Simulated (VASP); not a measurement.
Runs of VASP 6.6.1 on PbS (Galena). The structure is that of space group Fm-3m (No. 225), or close to it. The cells are those of the table. 

```tsv
cell	pressure (GPa)
a = 4.194 Å, angles 60.0°, 2 atoms	(a)
a = 4.152 Å, angles 60.0°, 2 atoms	-1.1
a = 4.109 Å, angles 60.0°, 2 atoms	1.0
a = 4.276 Å, angles 60.0°, 2 atoms	-5.5
a = 4.236 Å, angles 60.0°, 2 atoms	(b)
```

Alike in all rows: task single point; level LDA; potentials or basis VASP PAW LDA potentials, release 64 (Pb_d, S); no spin polarisation; k mesh 5 × 5 × 5; cutoff (eV) 500; smearing gaussian 0.01 eV.

Problem. Fill in the values left out.

Solution. (a) -2.8; (b) -4.2.
